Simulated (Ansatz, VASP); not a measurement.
# Rh: VASP beside Ansatz

Contents of INCAR:

```
SYSTEM = Rh
PREC     = Accurate       ! precision mode
ENCUT    = 520            ! plane-wave cutoff, eV
EDIFF    = 1E-6           ! SCF threshold, eV
ISMEAR   = 0              ! smearing method
SIGMA    = 0.15           ! smearing width, eV
LREAL    = .FALSE.        ! projectors in reciprocal space
LASPH    = .TRUE.         ! aspherical terms in the spheres
NELM     = 100            ! most SCF steps
ALGO     = Fast           ! electronic algorithm
ISIF     = 2              ! what is computed and relaxed
LWAVE    = .FALSE.        ! write WAVECAR
LCHARG   = .FALSE.        ! write CHGCAR
GGA      = PS             ! functional
NBANDS   = 14             ! bands
```

File KPOINTS:

```
Automatic mesh
0
G
  22 22 22
  0 0 0
```

Contents of POSCAR:

```
Rh
1.0
    0.0000000000      1.9300732500      1.8445035000
    1.9300732500      0.0000000000      1.8445035000
    1.9300732500      1.9300732500      0.0000000000
Rh
1
Direct
    0.0000000000      0.0000000000      0.0000000000
```

Input for Ansatz:

```yaml
crystal:
  lattice:
    - [0.0, 1.93007325, 1.8445035]
    - [1.93007325, 0.0, 1.8445035]
    - [1.93007325, 1.93007325, 0.0]
  atoms:
    - { symbol: Rh, position: [0.0, 0.0, 0.0] }
basis:
  ecutwfc: 420
kpoints:
  mp_grid: { grid: [22, 22, 22] }
hamiltonian:
  xc: pbesol
scf:
  occupations: { method: gaussian, width: 0.15 }
output:
  forces: true
  stress: true
  eigenvalues: true
```

Change from the starting cell: strain +0.015 along x and y, -0.030 along z, atoms carried along.

Alike in both runs: task single point; functional PBEsol; k mesh 22 × 22 × 22; occupations gaussian, width 0.15 eV; no spin polarisation.

|  | VASP | Ansatz |
| --- | --- | --- |
| version | VASP 6.6.1 | Ansatz 0.2.0 |
| potentials or method | VASP PAW PBE potentials, release 64 (Rh_pv), cutoff 520 eV | scalar-relativistic, plane waves, PAW |
| valence electrons in the cell | 15 | 17 |

|  | VASP | Ansatz | Ansatz less VASP |
| --- | --- | --- | --- |
| gap on the k mesh at the Fermi level (eV) | none | none | - |
| pressure (GPa) | -4.7 | -4.6 | +0.15 |
| traceless stress, the component that is largest in VASP (GPa) | 7.12 | 7.14 | +0.021 |

VASP's potentials were made for PBE, not for PBEsol. A gap of «none» marks a metal or a gap that the smearing closes. With one functional, cell and mesh, what is left measures potentials, basis and numerics. VASP's potentials hold 15 valence electrons a cell and Ansatz's 17, so a difference there can come from the potentials and not from the codes.
